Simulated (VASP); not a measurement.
Input of a VASP 6.6.1 run:

The input INCAR:

```
ALGO     = Normal         # electronic algorithm
DIPOL    = 0.5 0.5 0.500
EDIFF    = 1E-7           # SCF threshold, eV
ENCUT    = 520            # plane-wave cutoff, eV
GGA      = PS             # functional
IDIPOL   = 3            
ISIF     = 2              # what is computed and relaxed
ISMEAR   = 1              # smearing method
LASPH    = True           # aspherical terms in the spheres
LCHARG   = False          # write CHGCAR
LDIPOL   = True         
LREAL    = False          # projectors in reciprocal space
LWAVE    = False          # write WAVECAR
NBANDS   = 28             # bands
NELM     = 100            # most SCF steps
PREC     = Accurate       # precision mode
SIGMA    = 0.1            # smearing width, eV
```

File KPOINTS:

```
k-points
0
Gamma
  8 12 1
```

File POSCAR:

```
Al
1.0
    4.0144529650      0.0000000000      0.0000000000
    0.0000000000      2.8386469140      0.0000000000
    0.0000000000      0.0000000000     38.1932345700
Al
11
Direct
    0.0000000000      0.0000000000      0.3141917707
    0.5000000000      0.5000000000      0.3513534166
    0.0000000000      0.0000000000      0.3885150624
    0.5000000000      0.5000000000      0.4256767083
    0.0000000000      0.0000000000      0.4628383541
    0.5000000000      0.5000000000      0.5000000000
    0.0000000000      0.0000000000      0.5371616459
    0.5000000000      0.5000000000      0.5743232917
    0.0000000000      0.0000000000      0.6114849376
    0.5000000000      0.5000000000      0.6486465834
    0.0000000000      0.0000000000      0.6858082293
```

Potentials or basis: VASP PAW PBE potentials, release 64 (Al).

Launch:

```console
$ cat potpaw_PBE.64/Al/POTCAR > POTCAR
$ mpirun -np 1 vasp_std > vasp.out
```

Question: Estimate the band gap on the k mesh.

Answer: Zero (an odd number of electrons rules out a gap without spin polarisation).

Question: What does it give for the largest force?

Answer: 0.206 eV/Å.

Forces on the atoms (eV/Å):
```
Al   0.000  0.000  0.180
Al   0.000  0.000 -0.206
Al   0.000  0.000  0.000
Al   0.000  0.000 -0.043
Al   0.000  0.000  0.032
Al   0.000  0.000  0.000
Al   0.000  0.000 -0.032
Al   0.000  0.000  0.043
Al   0.000  0.000  0.000
Al   0.000  0.000  0.206
Al   0.000  0.000 -0.180
```

Caveat: the PAW data sets were made with another functional, which shifts forces and pressure a little.
